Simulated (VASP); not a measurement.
# Si3O2 (P4mm) in VASP: notebook

Runs on Si3O2. Level: PBE. Tasks: relaxation of cell and atoms, single point.

Everything below comes from runs of VASP 6.6.1. Logs are shortened: lines on timing, memory, paths and dates and some standing lists are left out, and cuts for length are marked.

### 1 The cell of the first run

The structure is tetragonal, space group P4mm (No. 99). Conventional cell: a = 3.378 Å, b = 3.378 Å, c = 5.455 Å, α = 90.00°, β = 90.00°, γ = 90.00°. Si (site symmetry 4mm) has 4 O at 1.78 Å and 1 Si at 2.37 Å within 2.4 Å. Within 3.1 Å of Si (site symmetry 4mm) lie 6 Si at 2.37 to 3.09 Å and 4 O at 3.04 Å. Within 3.0 Å of Si (site symmetry 4mm) lie 4 O at 2.28 Å and 4 Si at 2.59 Å. O (site symmetry 2mm) has 4 Si at 1.78 to 2.28 Å and 4 O at 2.39 Å within 2.4 Å.

### 2 Relaxation of cell and atoms, PBE

File INCAR:

```
  PREC = Accurate
  ENCUT = 600
  EDIFF = 1E-7
  ISMEAR = 0
  SIGMA = 0.1
  LREAL = F
  LASPH = T
  NELM = 60
  ALGO = Normal
  ISIF = 3
  LWAVE = F
  LCHARG = F
  GGA = PE
  IBRION = 2
  NSW = 90
  EDIFFG = -0.04
```

File KPOINTS:

```
regular mesh
0
Gamma
  6 6 4
```

File POSCAR:

```
Si3O2
1.0
    3.3778602330      0.0000000000      0.0000000000
    0.0000000000      3.3778602330      0.0000000000
    0.0000000000      0.0000000000      5.4550730300
Si O
3 2
Direct
    0.5000000000      0.5000000000      0.3334944139
    0.5000000000      0.5000000000      0.8992530975
    0.0000000000      0.0000000000      0.7176644447
    0.5000000000      0.0000000000      0.4361115719
    0.0000000000      0.5000000000      0.4361115719
```

Potentials or basis: VASP PAW PBE potentials, release 64 (Si, O).

The run is started by

```console
cat potpaw_PBE.64/Si/POTCAR potpaw_PBE.64/O/POTCAR > POTCAR
mpirun -np 1 vasp_std > vasp.out
```

OUTCAR:

```text
PREC = Accurate
   ENCUT = 600
   EDIFF = 1E-7
   ISMEAR = 0
   LREAL = F
   LASPH = T
   NELM = 60
   ISIF = 3
   GGA = PE
   IBRION = 2
   NSW = 90
   EDIFFG = -0.04

 ion  position               nearest neighbor table
   1  0.500  0.500  0.333-   4 1.78   5 1.78   4 1.78   5 1.78   2 2.37   2 3.09
   2  0.500  0.500  0.899-   1 2.37   3 2.59   3 2.59   3 2.59   3 2.59   1 3.09
   3  0.000  0.000  0.718-   4 2.28   5 2.28   5 2.28   4 2.28   2 2.59   2 2.59   2 2.59   2 2.59

   4  0.500  0.000  0.436-   1 1.78   1 1.78   3 2.28   3 2.28
   5  0.000  0.500  0.436-   1 1.78   1 1.78   3 2.28   3 2.28

  LATTYP: Found a simple tetragonal cell.
 ALAT       =     3.3778602330
 C/A-ratio  =     1.6149493033

  Lattice vectors:

 A1 = (   3.3778602330,   0.0000000000,   0.0000000000)
 A2 = (   0.0000000000,   3.3778602330,   0.0000000000)
 A3 = (   0.0000000000,   0.0000000000,   5.4550730300)

Analysis of symmetry for initial positions (statically):
=====================================================================
 Subroutine PRICEL returns:
 Original cell was already a primitive cell.

 Routine SETGRP: Setting up the symmetry group for a
 simple tetragonal supercell.

 Subroutine GETGRP returns: Found  8 space group operations
 (whereof  8 operations were pure point group operations)
 out of a pool of 16 trial point group operations.

The static configuration has the point symmetry C_4v.

Analysis of symmetry for dynamics (positions and initial velocities):
=====================================================================
 Subroutine PRICEL returns:
 Original cell was already a primitive cell.

 Routine SETGRP: Setting up the symmetry group for a
 simple tetragonal supercell.

 Subroutine GETGRP returns: Found  8 space group operations
 (whereof  8 operations were pure point group operations)
 out of a pool of 16 trial point group operations.

The dynamic configuration has the point symmetry C_4v.

 Subroutine INISYM returns: Found  8 space group operations
 (whereof  8 operations are pure point group operations),
 and found     1 'primitive' translations

----------------------------------------------------------------------------------------

                                     Primitive cell

  volume of cell :      62.2421

  direct lattice vectors                    reciprocal lattice vectors
     3.377860233  0.000000000  0.000000000     0.296045405  0.000000000  0.000000000
     0.000000000  3.377860233  0.000000000     0.000000000  0.296045405  0.000000000
     0.000000000  0.000000000  5.455073030     0.000000000  0.000000000  0.183315603

  length of vectors
     3.377860233  3.377860233  5.455073030     0.296045405  0.296045405  0.183315603

  position of ions in fractional coordinates (direct lattice)
     0.500000000  0.500000000  0.333494414
     0.500000000  0.500000000  0.899253098
     0.000000000  0.000000000  0.717664445
     0.500000000  0.000000000  0.436111572
     0.000000000  0.500000000  0.436111572

  ion indices of the primitive-cell ions
   primitive index   ion index
                 1           1
                 2           2
                 3           3
                 4           4
                 5           5

----------------------------------------------------------------------------------------

 KPOINTS: regular mesh

Automatic generation of k-mesh.
 Grid dimensions read from file:
 generate k-points for:    6    6    4

 Generating k-lattice:

  Cartesian coordinates                     Fractional coordinates (reciprocal lattice)
     0.049340901  0.000000000  0.000000000     0.166666667  0.000000000  0.000000000
     0.000000000  0.049340901  0.000000000     0.000000000  0.166666667  0.000000000
     0.000000000  0.000000000  0.045828901     0.000000000  0.000000000  0.250000000

  Length of vectors
     0.049340901  0.049340901  0.045828901

  Shift w.r.t. Gamma in fractional coordinates (k-lattice)
     0.000000000  0.000000000  0.000000000

 Subroutine IBZKPT returns following result:
 ===========================================

 Found     30 irreducible k-points:

 Following reciprocal coordinates:
            Coordinates               Weight
  0.000000  0.000000  0.000000      1.000000
  0.166667  0.000000  0.000000      4.000000
  0.333333  0.000000  0.000000      4.000000
  0.500000  0.000000  0.000000      2.000000
  0.166667  0.166667  0.000000      4.000000
  0.333333  0.166667  0.000000      8.000000
[... 16 lines left out ...]
  0.333333  0.000000  0.500000      4.000000
  0.500000  0.000000  0.500000      2.000000
 [... further k-points ...]
   k-points           NKPTS =     30   k-points in BZ     NKDIM =     30   number of bands    NBANDS=     16
   number of dos      NEDOS =    301   number of ions     NIONS =      5
   total plane-waves  NPLWV =  37632
   dimension x,y,z NGX =    28 NGY =   28 NGZ =   48
   dimension x,y,z NGXF=    56 NGYF=   56 NGZF=   96
   ions per type =               3   2
   NGX,Y,Z   is equivalent  to a cutoff of  13.78, 13.78, 14.63 a.u.
   NGXF,Y,Z  is equivalent  to a cutoff of  27.56, 27.56, 29.26 a.u.
 SYSTEM =  unknown system
   PREC   = accura    normal or accurate (medium, high low for compatibility)
   ISTART =      0    job   : 0-new  1-cont  2-samecut
   ICHARG =      2    charge: 1-file 2-atom 10-const
   ISPIN  =      1    spin polarized calculation?
   LNONCOLLINEAR =      F non collinear calculations
   LSORBIT =      F    spin-orbit coupling
   LASPH  =      T    aspherical Exc in radial PAW
   ENCUT  =  600.0 eV  44.10 Ry    6.64 a.u.   6.75  6.75 10.90*2*pi/ulx,y,z
   NELM   =     60;   NELMIN=  2; NELMDL= -5     # of ELM steps
   EDIFF  = 0.1E-06   stopping-criterion for ELM
   LREAL  =      F    real-space projection
   EDIFFG = -.4E-01   stopping-criterion for IOM
   NSW    =     90    number of steps for IOM
   IBRION =      2    ionic relax: 0-MD 1-quasi-New 2-CG
   NFREE  =      1    steps in history (QN), initial steepest desc. (CG)
   ISIF   =      3    stress and relaxation
   ISYM   =      2    0-nonsym 1-usesym 2-fastsym
   POTIM  = 0.5000    time-step for ionic-motion
   TEBEG  =    0.0;   TEEND  =   0.0 temperature during run
   PSTRESS=    0.0 pullay stress
   NELECT =      24.0000    total number of electrons
   NUPDOWN=      -1.0000    fix difference up-down
   EMIN   =  10.00;   EMAX   =-10.00  energy-range for DOS
   EFERMI =   0.00;   METHOD = LEGACY
   ISMEAR =     0;   SIGMA  =   0.10  broadening in eV -4-tet -1-fermi 0-gaus
   EFERMI_NEDOS =   21; number of points for ismear=-14 and -15
   IALGO  =     38    algorithm
   IMIX   =      4    mixing-type and parameters
     AMIX     =   0.40;   BMIX     =  1.00
     AMIX_MAG =   1.60;   BMIX_MAG =  1.00
  volume/ion in A,a.u.               =      12.45        84.01
  Fermi-wavevector in a.u.,A,eV,Ry     =   1.191564  2.251729 19.317880  1.419824
  Thomas-Fermi vector in A             =   2.327622
   LORBIT       =      0    0 simple, 1 ext, 2 COOP (PROOUT), +10 PAW based schemes
   GGA     = PE    functional components
   LHFCALC =     F    Hartree Fock is set to
   AEXX    =    0.0000 exact exchange contribution
   IVDW    =     0    specifies the selected vdW correction
   LEPSILON=     F    determine dielectric tensor
   LRPA    =     F    only Hartree local field effects (RPA)
 conjugate gradient relaxation of ions
 non-spin polarized calculation
 Gauss-broadening in eV      SIGMA  =   0.10
  energy-cutoff  :      600.00
  volume of cell :       62.24
 maximum number of plane-waves:      2112
 NGX is ok and might be reduce to    28
   NGX = 13   NGY = 13   NGZ = 21

--------------------------------------- Ionic step        1  -------------------------------------------

 number of electron      23.9999995 magnetization

 Free energy of the ion-electron system (eV)
  ---------------------------------------------------
  ext. energy  EPLUGINS =         0.00000000
  ---------------------------------------------------
  free energy    TOTEN  =       -30.51165156 eV

  energy without entropy =      -30.50252262  energy(sigma->0) =      -30.50708709

------------------------ aborting loop because EDIFF is reached ----------------------------------------

  FORCE on cell =-STRESS in cart. coord.  units (eV):
  Direction    XX          YY          ZZ          XY          YZ          ZX
  --------------------------------------------------------------------------------------
  -------------------------------------------------------------------------------------
  Total       -0.1609737     -0.1609737      0.3749740      0.0000000      0.0000000      0.0000000
  in kB       -4.1436369     -4.1436369      9.6522340      0.0000000      0.0000000      0.0000000
  external PRESSURE =       0.4549867 kB  Pullay stress =       0.0000000 kB
[... 180 lines left out ...]
  energy  without entropy=      -30.5105248562  energy(sigma->0) =      -30.51450741

--------------------------------------- Ionic step        6  -------------------------------------------

 number of electron      23.9999999 magnetization

 Free energy of the ion-electron system (eV)
  ---------------------------------------------------
  ext. energy  EPLUGINS =         0.00000000
  ---------------------------------------------------
  free energy    TOTEN  =       -30.51873284 eV

  energy without entropy =      -30.51082046  energy(sigma->0) =      -30.51477665

 E-fermi :   8.0718     XC(G=0): -10.7020

 val. band max:        8.0301346381   @ k =   0.5000   0.1667   0.0000
 cond. band min:       8.1005173676   @ k =   0.0000   0.0000   0.5000
 fundamental gap:      0.0703827295
 Fermi energy:         8.0717843586

 k-point     1 :       0.0000    0.0000    0.0000
  band No.  band energies     occupation
      1     -14.5198      2.00000
      2     -10.8722      2.00000
      3      -3.4441      2.00000
      4      -1.4138      2.00000
      5      -0.9598      2.00000
      6      -0.9598      2.00000
[... 8 lines left out ...]
     15      11.7759      0.00000
     16      12.0317      0.00000
[... 420 lines left out ...]
  band No.  band energies     occupation
      1     -12.9712      2.00000
      2     -12.7092      2.00000
      3      -1.6174      2.00000
      4      -1.1706      2.00000
      5      -0.9578      2.00000
      6      -0.0125      2.00000
[... 8 lines left out ...]
     15      11.7360      0.00000
     16      12.7222      0.00000

 [... further k-points ...]

------------------------ aborting loop because EDIFF is reached ----------------------------------------

  FORCE on cell =-STRESS in cart. coord.  units (eV):
  Direction    XX          YY          ZZ          XY          YZ          ZX
  --------------------------------------------------------------------------------------
  -------------------------------------------------------------------------------------
  Total       -0.0221228     -0.0221228     -0.0873737      0.0000000      0.0000000      0.0000000
  in kB       -0.5681553     -0.5681553     -2.2439187      0.0000000      0.0000000      0.0000000
  external PRESSURE =      -1.1267431 kB  Pullay stress =       0.0000000 kB
[... 20 lines left out ...]
  FREE ENERGIE OF THE ION-ELECTRON SYSTEM (eV)
  ---------------------------------------------------
  free  energy   TOTEN  =       -30.5187328368 eV

  energy  without entropy=      -30.5108204575  energy(sigma->0) =      -30.51477665

 reached required accuracy - stopping structural energy minimisation
```

Wall time 49 s (1 thread of Intel Xeon 6975P-C (Granite Rapids), shared host); peak memory 0.2 GiB.

Results:

```yaml
Free_energy: -30.5187 eV
Relaxed_volume: 12.48 Å³/atom
Relaxed_cell: a = 3.368 Å, b = 3.368 Å, c = 5.500 Å, α = 90.00°, β = 90.00°, γ = 90.00°
Space_group_after_relaxing_to_0.05_Å: P4mm (No. 99)
Energy_gained_by_relaxing: 1.4 meV/atom
Ionic_steps: 6
Pressure_after_relaxing: -0.1 GPa
Largest_force_after_relaxing: 0.018 eV/Å
Band_gap_on_the_k_mesh: zero (band 12 reaches 9.39 eV, above the bottom of band 13 at 6.01 eV)
```

Forces on the atoms (eV/Å):
```
Si   0.000  0.000 -0.002
Si   0.000  0.000  0.008
Si   0.000  0.000  0.018
O    0.000  0.000 -0.012
O    0.000  0.000 -0.012
```

Stress tensor (GPa, compression positive):
```
-0.06  0.00  0.00
 0.00 -0.06  0.00
 0.00  0.00 -0.22
```

The path:
| step | energy change (eV) | largest force (eV/Å) | pressure (GPa) | volume (Å³) |
| --- | --- | --- | --- | --- |
| 1 | 0.0000 | 0.2388 | 0.05 | 62.24 |
| 2 | -0.0054 | 0.0798 | -0.01 | 62.27 |
| 3 | -0.0058 | 0.1263 | -0.05 | 62.29 |
| 4 | -0.0068 | 0.0402 | 0.20 | 62.25 |
| 5 | -0.0068 | 0.0410 | 0.18 | 62.26 |
| 6 | -0.0071 | 0.0180 | -0.11 | 62.39 |

Final structure:
```cif
data_structure
_symmetry_space_group_name_H-M 'P 1'
_symmetry_Int_Tables_number 1
_cell_length_a 3.3678
_cell_length_b 3.3678
_cell_length_c 5.5004
_cell_angle_alpha 90.000
_cell_angle_beta 90.000
_cell_angle_gamma 90.000
_cell_volume 62.39
loop_
_atom_site_label
_atom_site_type_symbol
_atom_site_fract_x
_atom_site_fract_y
_atom_site_fract_z
_atom_site_occupancy
Si1 Si 0.50000 0.50000 0.33122 1
Si2 Si 0.50000 0.50000 0.90217 1
Si3 Si 0.00000 0.00000 0.72108 1
O1 O 0.50000 0.00000 0.43408 1
O2 O 0.00000 0.50000 0.43408 1
```

Levels at points of the mesh, in eV from the Fermi level:
| k point | band 10 | band 11 | band 12 | band 13 | band 14 | band 15 |
| --- | --- | --- | --- | --- | --- | --- |
| (0.00, 0.00, 0.00) | -2.24 | -0.05 | -0.05 | 0.15 | 0.43 | 3.70 |
| (0.50, 0.00, 0.00) | -5.09 | -1.68 | 1.32 | 2.45 | 2.74 | 3.84 |
| (0.50, 0.50, 0.00) | -3.99 | -3.99 | -3.42 | -1.65 | 1.76 | 4.42 |
| (0.00, 0.00, 0.50) | -3.34 | -0.38 | -0.38 | 0.03 | 2.43 | 3.92 |
| (0.50, 0.00, 0.50) | -4.68 | -3.37 | 0.44 | 2.12 | 2.60 | 3.66 |
| (0.50, 0.50, 0.50) | -2.89 | -2.89 | -1.65 | -1.59 | 2.31 | 2.31 |

### 3 Single point, PBE

File INCAR:

```
PREC     = Accurate       # precision mode
ENCUT    = 520            # plane-wave cutoff, eV
EDIFF    = 1E-6           # SCF threshold, eV
ISMEAR   = 0              # smearing method
SIGMA    = 0.1            # smearing width, eV
LREAL    = False          # projectors in reciprocal space
LASPH    = True           # aspherical terms in the spheres
NELM     = 60             # most SCF steps
ALGO     = Normal         # electronic algorithm
ISIF     = 2              # what is computed and relaxed
LWAVE    = False          # write WAVECAR
LCHARG   = False          # write CHGCAR
GGA      = PE             # functional
NBANDS   = 20             # bands
```

File KPOINTS:

```
regular mesh
0
Gamma
  12 12 8
```

File POSCAR:

```
Si3O2
1.0
    3.3682764680      0.0000000000      0.0000000000
    0.0000000000      3.3682764680      0.0000000000
    0.0000000000      0.0000000000      5.4777702201
Si O
3 2
Direct
    0.5000000000      0.5000000000      0.3314503232
    0.5000000000      0.5000000000      0.8998705181
    0.0000000000      0.0000000000      0.7242068708
    0.5000000000      0.0000000000      0.4335536939
    0.0000000000      0.5000000000      0.4335536939
```

Potentials or basis: VASP PAW PBE potentials, release 64 (Si, O).

The run is started by

```console
cat potpaw_PBE.64/Si/POTCAR potpaw_PBE.64/O/POTCAR > POTCAR
mpirun -np 1 vasp_std > vasp.out
```

Wall time 59 s (1 thread of Intel Xeon 6975P-C (Granite Rapids), shared host); peak memory 0.25 GiB.

The run converged. Its results:

- Free energy: -30.5409 eV
- Pressure: 0.0 GPa
- Largest force: 0.040 eV/Å
- Band gap on the k mesh: zero (band 12 reaches 9.45 eV, above the bottom of band 13 at 6.05 eV)

Forces in eV/Å, atoms in the order of the input:
```
Si   0.000  0.000 -0.040
Si   0.000  0.000  0.007
Si   0.000  0.000  0.000
O    0.000  0.000  0.017
O    0.000  0.000  0.017
```

Stress tensor (GPa, compression positive):
```
 0.09  0.00  0.00
 0.00  0.09  0.00
 0.00  0.00 -0.16
```

Levels at points of the mesh, in eV from the Fermi level:
| k point | band 10 | band 11 | band 12 | band 13 | band 14 | band 15 |
| --- | --- | --- | --- | --- | --- | --- |
| (0.00, 0.00, 0.00) | -2.14 | -0.06 | -0.06 | 0.17 | 0.53 | 3.75 |
| (0.50, 0.00, 0.00) | -5.02 | -1.57 | 1.39 | 2.48 | 2.71 | 3.88 |
| (0.50, 0.50, 0.00) | -3.97 | -3.97 | -3.35 | -1.58 | 1.75 | 4.55 |
| (0.00, 0.00, 0.50) | -3.27 | -0.38 | -0.38 | 0.05 | 2.44 | 4.02 |
| (0.50, 0.00, 0.50) | -4.63 | -3.27 | 0.51 | 2.14 | 2.56 | 3.67 |
| (0.50, 0.50, 0.50) | -2.85 | -2.85 | -1.58 | -1.49 | 2.43 | 2.43 |

(Part 1 of 3 ends here.)
